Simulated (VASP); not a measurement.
# Ru (Fd-3m) in VASP: further runs

The runs below take Ru through single point, with BLYP.

All numbers are computed with VASP 6.6.1; they aren't measurements. Logs are shortened: lines on timing, memory, paths and dates and some standing lists are left out, and cuts for length are marked.

### Step 1. The cell of the first run

It takes space group Fd-3m (No. 227, cubic). Conventional cell: a = 5.611 Å, b = 5.611 Å, c = 5.611 Å, α = 90.00°, β = 90.00°, γ = 90.00°. Ru (site symmetry -43m) has 4 Ru at 2.43 Å within 3.2 Å.

### Step 2. Single point, BLYP (volume scaled by 1.04)

File INCAR:

```
SYSTEM = Ru
  PREC = Accurate
  ENCUT = 520
  EDIFF = 1E-6
  ISMEAR = -1
  SIGMA = 0.1
  LREAL = .FALSE.
  LASPH = .TRUE.
  NELM = 100
  ALGO = Normal
  ISIF = 2
  LWAVE = .FALSE.
  LCHARG = .FALSE.
  GGA = B5
  ALDAX = 1.0
  AGGAX = 1.0
  AGGAC = 1.0
  ALDAC = 0.0
  NBANDS = 21
```

File KPOINTS:

```
regular mesh
0
G
  11 11 11
  0 0 0
```

File POSCAR:

```
Ru
1.0
    0.0000000000      2.8055252422      2.8055252422
    2.8055252422      0.0000000000      2.8055252422
    2.8055252422      2.8055252422      0.0000000000
Ru
2
Direct
    0.1250000000      0.1250000000      0.1250000000
    0.8750000000      0.8750000000      0.8750000000
```

Potentials or basis: VASP PAW PBE potentials, release 64 (Ru_pv).

Run with:

```sh
cat potpaw_PBE.64/Ru_pv/POTCAR > POTCAR
mpirun -np 1 vasp_std > vasp.out
```

OUTCAR:

```text
SYSTEM = Ru
   PREC = Accurate
   ENCUT = 520
   EDIFF = 1E-6
   ISMEAR = -1
   LREAL = .FALSE.
   LASPH = .TRUE.
   NELM = 100
   ISIF = 2
   GGA = B5

 ion  position               nearest neighbor table
   1  0.125  0.125  0.125-   2 2.43   2 2.43   2 2.43   2 2.43
   2  0.875  0.875  0.875-   1 2.43   1 2.43   1 2.43   1 2.43

  LATTYP: Found a face centered cubic cell.
 ALAT       =     5.6110504844

  Lattice vectors:

 A1 = (   0.0000000000,   2.8055252422,   2.8055252422)
 A2 = (   2.8055252422,   0.0000000000,   2.8055252422)
 A3 = (   2.8055252422,   2.8055252422,   0.0000000000)

Analysis of symmetry for initial positions (statically):
=====================================================================
 Subroutine PRICEL returns:
 Original cell was already a primitive cell.

 Routine SETGRP: Setting up the symmetry group for a
 face centered cubic supercell.

 Subroutine GETGRP returns: Found 48 space group operations
 (whereof 12 operations were pure point group operations)
 out of a pool of 48 trial point group operations.

The static configuration has the point symmetry D_3d.
 The point group associated with its full space group is O_h .

Analysis of symmetry for dynamics (positions and initial velocities):
=====================================================================
 Subroutine PRICEL returns:
 Original cell was already a primitive cell.

 Routine SETGRP: Setting up the symmetry group for a
 face centered cubic supercell.

 Subroutine GETGRP returns: Found 48 space group operations
 (whereof 12 operations were pure point group operations)
 out of a pool of 48 trial point group operations.

The dynamic configuration has the point symmetry D_3d.
 The point group associated with its full space group is O_h .

 Subroutine INISYM returns: Found 48 space group operations
 (whereof 12 operations are pure point group operations),
 and found     1 'primitive' translations

----------------------------------------------------------------------------------------

                                     Primitive cell

  volume of cell :      44.1644

  direct lattice vectors                    reciprocal lattice vectors
     0.000000000  2.805525242  2.805525242    -0.178219747  0.178219747  0.178219747
     2.805525242  0.000000000  2.805525242     0.178219747 -0.178219747  0.178219747
     2.805525242  2.805525242  0.000000000     0.178219747  0.178219747 -0.178219747

  length of vectors
     3.967611847  3.967611847  3.967611847     0.308685657  0.308685657  0.308685657

  position of ions in fractional coordinates (direct lattice)
     0.125000000  0.125000000  0.125000000
     0.875000000  0.875000000  0.875000000

  ion indices of the primitive-cell ions
   primitive index   ion index
                 1           1
                 2           2

----------------------------------------------------------------------------------------

 KPOINTS: regular mesh

Automatic generation of k-mesh.
 Grid dimensions read from file:
 generate k-points for:   11   11   11

 Generating k-lattice:

  Cartesian coordinates                     Fractional coordinates (reciprocal lattice)
    -0.016201795  0.016201795  0.016201795     0.090909091  0.000000000  0.000000000
     0.016201795 -0.016201795  0.016201795     0.000000000  0.090909091  0.000000000
     0.016201795  0.016201795 -0.016201795     0.000000000  0.000000000  0.090909091

  Length of vectors
     0.028062332  0.028062332  0.028062332

  Shift w.r.t. Gamma in fractional coordinates (k-lattice)
     0.000000000  0.000000000  0.000000000

 Subroutine IBZKPT returns following result:
 ===========================================

 Found     56 irreducible k-points:

 Following reciprocal coordinates:
            Coordinates               Weight
  0.000000  0.000000  0.000000      1.000000
  0.090909  0.000000  0.000000      8.000000
  0.181818  0.000000  0.000000      8.000000
  0.272727  0.000000  0.000000      8.000000
  0.363636  0.000000  0.000000      8.000000
  0.454545  0.000000  0.000000      8.000000
[... 16 lines left out ...]
 -0.272727  0.181818  0.000000     24.000000
 -0.181818  0.181818  0.000000     12.000000
 [... further k-points ...]
   k-points           NKPTS =     56   k-points in BZ     NKDIM =     56   number of bands    NBANDS=     21
   number of dos      NEDOS =    301   number of ions     NIONS =      2
   total plane-waves  NPLWV =  27000
   dimension x,y,z NGX =    30 NGY =   30 NGZ =   30
   dimension x,y,z NGXF=    60 NGYF=   60 NGZF=   60
   ions per type =               2
   NGX,Y,Z   is equivalent  to a cutoff of  12.57, 12.57, 12.57 a.u.
   NGXF,Y,Z  is equivalent  to a cutoff of  25.14, 25.14, 25.14 a.u.
 SYSTEM =  Ru
   PREC   = accura    normal or accurate (medium, high low for compatibility)
   ISTART =      0    job   : 0-new  1-cont  2-samecut
   ICHARG =      2    charge: 1-file 2-atom 10-const
   ISPIN  =      1    spin polarized calculation?
   LNONCOLLINEAR =      F non collinear calculations
   LSORBIT =      F    spin-orbit coupling
   LASPH  =      T    aspherical Exc in radial PAW
   ENCUT  =  520.0 eV  38.22 Ry    6.18 a.u.   7.38  7.38  7.38*2*pi/ulx,y,z
   NELM   =    100;   NELMIN=  2; NELMDL= -5     # of ELM steps
   EDIFF  = 0.1E-05   stopping-criterion for ELM
   LREAL  =      F    real-space projection
   EDIFFG = 0.1E-04   stopping-criterion for IOM
   NSW    =      0    number of steps for IOM
   IBRION =     -1    ionic relax: 0-MD 1-quasi-New 2-CG
   NFREE  =      0    steps in history (QN), initial steepest desc. (CG)
   ISIF   =      2    stress and relaxation
   ISYM   =      2    0-nonsym 1-usesym 2-fastsym
   POTIM  = 0.5000    time-step for ionic-motion
   TEBEG  =    0.0;   TEEND  =   0.0 temperature during run
   PSTRESS=    0.0 pullay stress
   NELECT =      28.0000    total number of electrons
   NUPDOWN=      -1.0000    fix difference up-down
   EMIN   =  10.00;   EMAX   =-10.00  energy-range for DOS
   EFERMI =   0.00;   METHOD = LEGACY
   ISMEAR =    -1;   SIGMA  =   0.10  broadening in eV -4-tet -1-fermi 0-gaus
   EFERMI_NEDOS =   21; number of points for ismear=-14 and -15
   IALGO  =     38    algorithm
   IMIX   =      4    mixing-type and parameters
     AMIX     =   0.40;   BMIX     =  1.00
     AMIX_MAG =   1.60;   BMIX_MAG =  1.00
  volume/ion in A,a.u.               =      22.08       149.02
  Fermi-wavevector in a.u.,A,eV,Ry     =   1.406382  2.657677 26.911107  1.977911
  Thomas-Fermi vector in A             =   2.528748
   LORBIT       =      0    0 simple, 1 ext, 2 COOP (PROOUT), +10 PAW based schemes
   GGA     = B5    functional components
   LHFCALC =     F    Hartree Fock is set to
   AEXX    =    0.0000 exact exchange contribution
   IVDW    =     0    specifies the selected vdW correction
   LEPSILON=     F    determine dielectric tensor
   LRPA    =     F    only Hartree local field effects (RPA)
 non-spin polarized calculation
  energy-cutoff  :      520.00
  volume of cell :       44.16
 maximum number of plane-waves:      1243
 NGX is ok and might be reduce to    30
   NGX = 15   NGY = 15   NGZ = 15

 number of electron      27.9999994 magnetization

 Free energy of the ion-electron system (eV)
  ---------------------------------------------------
  ext. energy  EPLUGINS =         0.00000000
  ---------------------------------------------------
  free energy    TOTEN  =       -14.39600535 eV

  energy without entropy =      -14.32701499  energy(sigma->0) =      -14.36151017

 E-fermi :   6.5207     XC(G=0): -10.2487

 val. band max:        6.5084033830   @ k =   0.4545   0.2727   0.0909
 cond. band min:       6.5538586922   @ k =   0.3636   0.2727   0.0909
 fundamental gap:      0.0454553092
 Fermi energy:         6.5206604289

 k-point     1 :       0.0000    0.0000    0.0000
  band No.  band energies     occupation
      1     -36.2873      2.00000
      2     -36.2873      2.00000
      3     -36.2873      2.00000
      4     -35.5933      2.00000
      5     -35.5933      2.00000
      6     -35.5933      2.00000
[... 13 lines left out ...]
     20      19.1163      0.00000
     21      19.3878      0.00000

 k-point     2 :       0.0909    0.0000    0.0000
  band No.  band energies     occupation
      1     -36.2938      2.00000
      2     -36.2938      2.00000
      3     -36.2859      2.00000
      4     -35.5954      2.00000
      5     -35.5866      2.00000
      6     -35.5866      2.00000
[... 13 lines left out ...]
     20      17.4616      0.00000
     21      18.8426      0.00000

 k-point     3 :       0.1818    0.0000    0.0000
  band No.  band energies     occupation
      1     -36.3106      2.00000
      2     -36.3106      2.00000
      3     -36.2820      2.00000
      4     -35.6010      2.00000
      5     -35.5691      2.00000
      6     -35.5691      2.00000
[... 13 lines left out ...]
     20      17.1076      0.00000
     21      18.0285      0.00000

 k-point     4 :       0.2727    0.0000    0.0000
  band No.  band energies     occupation
      1     -36.3314      2.00000
      2     -36.3314      2.00000
      3     -36.2771      2.00000
      4     -35.6081      2.00000
      5     -35.5474      2.00000
      6     -35.5474      2.00000
[... 13 lines left out ...]
     20      17.2672      0.00000
     21      17.2673      0.00000

 k-point     5 :       0.3636    0.0000    0.0000
  band No.  band energies     occupation
      1     -36.3496      2.00000
      2     -36.3496      2.00000
      3     -36.2728      2.00000
      4     -35.6144      2.00000
      5     -35.5284      2.00000
      6     -35.5284      2.00000
[... 13 lines left out ...]
     20      16.6315      0.00000
     21      17.0983      0.00000

 k-point     6 :       0.4545    0.0000    0.0000
  band No.  band energies     occupation
      1     -36.3600      2.00000
      2     -36.3600      2.00000
      3     -36.2704      2.00000
      4     -35.6180      2.00000
      5     -35.5175      2.00000
      6     -35.5175      2.00000
[... 13 lines left out ...]
     20      16.2858      0.00000
     21      17.0700      0.00000

 k-point     7 :       0.0909    0.0909    0.0000
  band No.  band energies     occupation
      1     -36.3014      2.00000
      2     -36.3014      2.00000
      3     -36.2737      2.00000
      4     -35.6080      2.00000
      5     -35.5787      2.00000
      6     -35.5787      2.00000
[... 13 lines left out ...]
     20      17.9714      0.00000
     21      17.9714      0.00000
[... 291 lines left out ...]
      1     -36.4065      2.00000
      2     -36.3839      2.00000
      3     -36.1689      2.00000
      4     -35.7184      2.00000
      5     -35.4927      2.00000
      6     -35.4731      2.00000
[... 13 lines left out ...]
     20      14.4648      0.00000
     21      17.0981      0.00000

 k-point    21 :      -0.4545    0.1818    0.0000
  band No.  band energies     occupation
      1     -36.4198      2.00000
      2     -36.3823      2.00000
      3     -36.1645      2.00000
      4     -35.7224      2.00000
      5     -35.4944      2.00000
      6     -35.4604      2.00000
[... 13 lines left out ...]
     20      14.7469      0.00000
     21      17.0994      0.00000

 k-point    22 :      -0.3636    0.1818    0.0000
  band No.  band energies     occupation
      1     -36.4196      2.00000
      2     -36.3703      2.00000
      3     -36.1764      2.00000
      4     -35.7098      2.00000
      5     -35.5067      2.00000
      6     -35.4607      2.00000
[... 13 lines left out ...]
     20      15.4613      0.00000
     21      17.1022      0.00000

 k-point    23 :      -0.2727    0.1818    0.0000
  band No.  band energies     occupation
      1     -36.4048      2.00000
      2     -36.3513      2.00000
      3     -36.2018      2.00000
      4     -35.6836      2.00000
      5     -35.5266      2.00000
      6     -35.4752      2.00000
[... 13 lines left out ...]
     20      16.5156      0.00000
     21      17.1038      0.00000

 k-point    24 :      -0.1818    0.1818    0.0000
  band No.  band energies     occupation
      1     -36.3770      2.00000
      2     -36.3306      2.00000
      3     -36.2332      2.00000
      4     -35.6514      2.00000
      5     -35.5481      2.00000
      6     -35.5026      2.00000
[... 13 lines left out ...]
     20      17.1046      0.00000
     21      17.1060      0.00000

 [... further k-points ...]
[... 5 lines left out ...]
  --------------------------------------------------------------------------------------
  -------------------------------------------------------------------------------------
  Total       -1.2792616     -1.2792616     -1.2792616     -0.0000000     -0.0000000     -0.0000000
  in kB      -46.4084854    -46.4084854    -46.4084854     -0.0000000     -0.0000000     -0.0000000
  external PRESSURE =     -46.4084854 kB  Pullay stress =       0.0000000 kB

 VOLUME and BASIS-vectors are now :
 -----------------------------------------------------------------------------
  energy-cutoff  :      520.00
  volume of cell :       44.16
      direct lattice vectors                 reciprocal lattice vectors
     0.000000000  2.805525242  2.805525242    -0.178219747  0.178219747  0.178219747
     2.805525242  0.000000000  2.805525242     0.178219747 -0.178219747  0.178219747
     2.805525242  2.805525242  0.000000000     0.178219747  0.178219747 -0.178219747

 POSITION                                       TOTAL-FORCE (eV/Angst)
 -----------------------------------------------------------------------------------
      0.70138      0.70138      0.70138        -0.000000     -0.000000     -0.000000
      4.90967      4.90967      4.90967         0.000000      0.000000      0.000000
 -----------------------------------------------------------------------------------
    total drift:                               -0.000000      0.000000      0.000000

  FREE ENERGIE OF THE ION-ELECTRON SYSTEM (eV)
  ---------------------------------------------------
  free  energy   TOTEN  =       -14.3960053503 eV

  energy  without entropy=      -14.3270149916  energy(sigma->0) =      -14.36151017
```

Wall time 32 s (1 thread of Intel Xeon 6975P-C (Granite Rapids), shared host); peak memory 0.18 GiB.

Results:

```
Free energy            : -14.3960 eV
Pressure               : -4.6 GPa
Band gap on the k mesh : zero (band 14 reaches 6.80 eV, above the bottom of band 15 at 6.04 eV)
```

Caveat: the PAW data sets were made with another functional, which shifts forces and pressure a little.

### Step 3. Single point, BLYP (volume scaled by 1.12)

File INCAR:

```
SYSTEM = Ru
AGGAC = 1.0
AGGAX = 1.0
ALDAC = 0.0
ALDAX = 1.0
ALGO = Normal
EDIFF = 1E-6
ENCUT = 520
GGA = B5
ISIF = 2
ISMEAR = -1
LASPH = .TRUE.
LCHARG = .TRUE.
LELF = .TRUE.
LREAL = .FALSE.
LVHAR = .TRUE.
LWAVE = .FALSE.
NBANDS = 21
NELM = 60
PREC = Accurate
SIGMA = 0.1
```

File KPOINTS:

```
k-points
0
G
  11 11 11
  0 0 0
```

File POSCAR:

```
Ru
1.0
    0.0000000000      2.8756922589      2.8756922589
    2.8756922589      0.0000000000      2.8756922589
    2.8756922589      2.8756922589      0.0000000000
Ru
2
Direct
    0.1250000000      0.1250000000      0.1250000000
    0.8750000000      0.8750000000      0.8750000000
```

Potentials or basis: VASP PAW PBE potentials, release 64 (Ru_pv).

Run with:

```sh
cat potpaw_PBE.64/Ru_pv/POTCAR > POTCAR
mpirun -np 1 vasp_std > vasp.out
```

Wall time 32 s (1 thread of Intel Xeon 6975P-C (Granite Rapids), shared host); peak memory 0.19 GiB.

Results (log left out):

| Item | Value |
| --- | --- |
| Free energy | -14.2158 eV |
| Pressure | -12.0 GPa |
| Band gap on the k mesh | zero (band 14 reaches 5.95 eV, above the bottom of band 15 at 5.25 eV) |

Levels at points of the mesh, in eV from the Fermi level:
| k point | band 10 | band 11 | band 12 | band 13 | band 14 | band 15 | band 16 | band 17 | band 18 | band 19 |
| --- | --- | --- | --- | --- | --- | --- | --- | --- | --- | --- |
| (0.00, 0.00, 0.00) | -2.67 | -2.67 | -2.67 | -0.42 | -0.42 | -0.42 | 1.38 | 1.38 | 10.65 | 10.65 |

Caveat: the PAW data sets were made with another functional, which shifts forces and pressure a little.
